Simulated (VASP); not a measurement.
Write the native input for VASP 6.6.1 that does the following.

| Item | Value |
| --- | --- |
| Task | single point |
| Functional | PBE |
| Potentials or basis | VASP PAW PBE potentials, release 64 (Zr_sv) |
| Cutoff | 520 eV |
| k mesh | 15 × 15 × 8 |
| Occupations | gaussian, width 0.1 eV |
| Spin | no spin polarisation |
| Dipole correction | no |
| Further INCAR settings | ALGO = Normal; EDIFF = 1e-07; NBANDS = 19 |

The structure of Zr lies in POSCAR:

```
Zr
1.0
    2.6213278162      0.0000000000      0.0000000000
   -1.3106639081      2.2701364805      0.0000000000
    0.0000000000      0.0000000000      4.7157278447
Zr
2
Direct
    0.3333333333      0.6666666667      0.2500000000
    0.6666666667      0.3333333333      0.7500000000
```

The input as run:

INCAR

```
SYSTEM = Zr
PREC     = Accurate       ! precision mode
ENCUT    = 520            ! plane-wave cutoff, eV
EDIFF    = 1E-7           ! SCF threshold, eV
ISMEAR   = 0              ! smearing method
SIGMA    = 0.1            ! smearing width, eV
LREAL    = .False.        ! projectors in reciprocal space
LASPH    = .True.         ! aspherical terms in the spheres
NELM     = 60             ! most SCF steps
ALGO     = Normal         ! electronic algorithm
ISIF     = 2              ! what is computed and relaxed
LWAVE    = .False.        ! write WAVECAR
LCHARG   = .False.        ! write CHGCAR
GGA      = PE             ! functional
NBANDS   = 19             ! bands
```

KPOINTS

```
regular mesh
0
Gamma
  15 15 8
  0 0 0
```

Potentials or basis: VASP PAW PBE potentials, release 64 (Zr_sv).

The run is started by

```bash
$ cat potpaw_PBE.64/Zr_sv/POTCAR > POTCAR
$ mpirun -np 1 vasp_std > vasp.out
```

Results of the run:

```yaml
Pressure: 104.1 GPa
Band_gap_on_the_k_mesh: zero (band 12 reaches 16.87 eV, above the bottom of band 13 at 15.27 eV)
```

It took 66 s on 1 thread of Intel(R) Xeon(R) Platinum 8259CL CPU @ 2.50GHz (Skylake/Cascade Lake), with other jobs on the host, peak memory 0.18 GiB.
